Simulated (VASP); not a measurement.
Crystal: ZnS.

```
CELL_PARAMETERS angstrom
3.82270 0.00000 0.00000
-1.91135 3.31056 0.00000
0.00000 0.00000 12.52000
ATOMIC_POSITIONS crystal
Zn 0.66667 0.33333 0.75000
Zn 0.33333 0.66667 0.25000
Zn 0.00000 0.00000 0.50000
Zn 0.00000 0.00000 0.00000
S 0.66667 0.33333 0.93750
S 0.33333 0.66667 0.43750
S 0.00000 0.00000 0.68750
S 0.00000 0.00000 0.18750
```

Base run:

```yaml
Program: VASP 6.6.1
Functional: RPBE
Potentials_or_basis: VASP PAW PBE potentials, release 64 (Zn, S)
Cutoff: 520 eV
k_mesh: 8 × 8 × 3
Occupations: fermi-dirac, width 0.05 eV
Spin: no spin polarisation
```

Its results: band gap on the k mesh 2.30 eV; pressure 4.0 GPa; largest force 0.044 eV/Å.

**Question.** The run is repeated on the same cell with these changes: functional from RPBE to LDA; potentials or basis from VASP PAW PBE potentials, release 64 (Zn, S) to VASP PAW LDA potentials, release 64 (Zn, S). What comes out?

**Answer.** Band gap on the k mesh 1.90 eV; pressure -4.6 GPa; largest force 0.039 eV/Å.

Caveats: the cell stands under pressure (at least some runs); the PAW data sets were made with another functional, which shifts forces and pressure a little (at least some runs); an odd mesh through Γ misses points on the zone boundary, where band edges can lie (at least some runs); the cell stands under tension (at least some runs).
